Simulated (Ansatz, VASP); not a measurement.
# One calculation of Be, two programs

```xyz
2
Lattice="0.0000 2.3083 2.3083 2.3083 0.0000 2.3083 2.3083 2.3083 0.0000" Properties=species:S:1:pos:R:3 pbc="T T T"
Be   -0.5771   -0.5771   -0.5771
Be    0.5771    0.5771    0.5771
```

Change from the starting cell: volume scaled by 0.85, PAW files.

Alike in both runs: task single point; functional PBEsol; k mesh 15 × 15 × 15; occupations fermi-dirac, width 0.05 eV; no spin polarisation.

|  | VASP | Ansatz |
| --- | --- | --- |
| version | VASP 6.6.1 | Ansatz 0.2.0 |
| potentials or method | VASP PAW PBE potentials, release 64 (Be) | PAW with Ansatz's default frozen-core files, scalar-relativistic |
| plane-wave cutoff (eV) | 600 | 420 |
| valence electrons in the cell | 4 | 4 |

|  | VASP | Ansatz | Ansatz less VASP |
| --- | --- | --- | --- |
| pressure (GPa) | 9.9 | 9.7 | -0.17 |

VASP's potentials were made for PBE, not for PBEsol. The functional is the same, so the differences come from potentials, cutoffs and numerics.
